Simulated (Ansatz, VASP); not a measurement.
Mg: VASP beside Ansatz

```xyz
1
Lattice="-1.4814 1.4814 1.4814 1.4814 -1.4814 1.4814 1.4814 1.4814 -1.4814" Properties=species:S:1:pos:R:3 pbc="T T T"
Mg    0.0000    0.0000    0.0000
```

Change from the starting cell: volume scaled by 1.01, PAW files.

Alike in both runs: task electric field gradients; functional LDA; k mesh 19 × 19 × 19; occupations fermi-dirac, width 0.03 eV; no spin polarisation.

```csv
,VASP,Ansatz
version,VASP 6.6.1,Ansatz 0.2.0
potentials or method,"VASP PAW LDA potentials, release 64 (Mg)","PAW with Ansatz's default frozen-core files, scalar-relativistic"
plane-wave cutoff (eV),520,420
valence electrons in the cell,2,10
```

|  | VASP | Ansatz | Ansatz less VASP |
| --- | --- | --- | --- |
| pressure (GPa) | 53.8 | 53.4 | -0.39 |

LDA's correlation is that of Perdew and Zunger in VASP and of Perdew and Wang (1992) in Ansatz. Both programs put the cell under a high pressure, so it lies far from rest at this level. VASP's potentials hold 2 valence electrons a cell and Ansatz's 10, so a difference there can come from the potentials and not from the codes.
